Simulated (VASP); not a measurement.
A run of VASP 6.6.1 is set up as follows.

File POSCAR:

```
ZnSe
1.0
    0.0000000000      2.7743560587      2.8324206827
    2.7743560587      0.0000000000      2.8324206827
    2.7743560587      2.7743560587      0.0000000000
Zn Se
1 1
Direct
    0.0000000000      0.0000000000      0.0000000000
    0.2500000000      0.2500000000      0.2500000000
```

Contents of INCAR.step1:

```
SYSTEM = ZnSe
ALGO = Normal
EDIFF = 1E-4
ENCUT = 520
GGA = PE
ISMEAR = 0
LASPH = .TRUE.
LCHARG = .FALSE.
LREAL = .FALSE.
LWAVE = .TRUE.
NBANDS = 16
NELM = 80
PREC = Accurate
SIGMA = 0.01
```

The input INCAR.step2:

```
SYSTEM = ZnSe
ALGO = Normal
EDIFF = 1E-6
ENCUT = 520
ISIF = 2
ISMEAR = 0
ISTART = 1
LASPH = .TRUE.
LCHARG = .FALSE.
LMIXTAU = .TRUE.
LREAL = .FALSE.
LWAVE = .FALSE.
METAGGA = R2SCAN
NBANDS = 16
NELM = 80
PREC = Accurate
SIGMA = 0.01
```

KPOINTS

```
k-points
0
G
  8 8 8
  0 0 0
```

Potentials or basis: VASP PAW PBE potentials, release 64 (Zn, Se).

Launch:

```console
$ cat potpaw_PBE.64/Zn/POTCAR potpaw_PBE.64/Se/POTCAR > POTCAR
$ cp INCAR.step1 INCAR
$ mpirun -np 1 vasp_std > vasp.out
$ cp INCAR.step2 INCAR
$ mpirun -np 1 vasp_std > vasp.out
```

Task: Estimate the pressure.

Result: 3.1 GPa.

Task: Estimate the band gap on the k mesh.

Result: 2.03 eV, direct.

Stress tensor (GPa, compression positive):
```
3.38 0.00 0.00
0.00 3.38 0.00
0.00 0.00 2.55
```

Caveat: the cell differs from its parent crystal (biaxial xy strain -2.0%); the PAW data sets were made with another functional, which shifts forces and pressure a little.
